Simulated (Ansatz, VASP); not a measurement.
# SnSe: VASP beside Ansatz

File INCAR:

```
SYSTEM = SnSe
ALGO = Normal
EDIFF = 1E-6
ENCUT = 500
GGA = PE
GGA_COMPAT = .FALSE.
ISIF = 2
ISMEAR = 0
LASPH = .TRUE.
LCHARG = .FALSE.
LREAL = .FALSE.
LWAVE = .FALSE.
NBANDS = 28
NELM = 120
PREC = Accurate
SIGMA = 0.01
```

The input KPOINTS:

```
k-points
0
G
  6 6 4
  0 0 0
```

Contents of POSCAR:

```
SnSe
1.0
    4.9956171784      0.0000000000      0.0000000000
   -2.4978085892      4.3263313841      0.0000000000
    0.0000000000      0.0000000000      5.9995024155
Sn Se
2 2
Direct
    0.3333333333      0.6666666667      0.2500000000
    0.6666666667      0.3333333333      0.7500000000
    0.6666666667      0.3333333333      0.2500000000
    0.3333333333      0.6666666667      0.7500000000
```

Input for Ansatz:

```yaml
crystal:
  lattice:
    - [4.9956171784, 0.0, 0.0]
    - [-2.4978085892, 4.3263313841, 0.0]
    - [0.0, 0.0, 5.9995024155]
  atoms:
    - { symbol: Sn, position: [0.3333333333, 0.6666666667, 0.25] }
    - { symbol: Sn, position: [0.6666666667, 0.3333333333, 0.75] }
    - { symbol: Se, position: [0.6666666667, 0.3333333333, 0.25] }
    - { symbol: Se, position: [0.3333333333, 0.6666666667, 0.75] }
kpoints:
  mp_grid: { grid: [6, 6, 4] }
hamiltonian:
  xc: pbe
scf:
  occupations: { method: fixed }
  n_extra_bands: 5
output:
  forces: true
  stress: true
  eigenvalues: true
```

Alike in both runs: task single point; functional PBE; k mesh 6 × 6 × 4; no spin polarisation.

```csv
,VASP,Ansatz
version,VASP 6.6.1,Ansatz 0.2.0
potentials or method,"VASP PAW PBE potentials, release 64 (Sn_d, Se)","plane waves, PAW"
plane-wave cutoff (eV),500,420
occupations,"gaussian, width 0.01 eV",fixed
valence electrons in the cell,40,60
```

```csv
,VASP,Ansatz,Ansatz less VASP
gap on the k mesh at the Fermi level (eV),0.31,0.31,+0.002
pressure (GPa),2.6,2.6,-0.01
"traceless stress, the component that is largest in VASP (GPa)",0.09,0.09,0.000
```

VASP's potentials hold 40 valence electrons a cell and Ansatz's 60, so a difference there can come from the potentials and not from the codes.
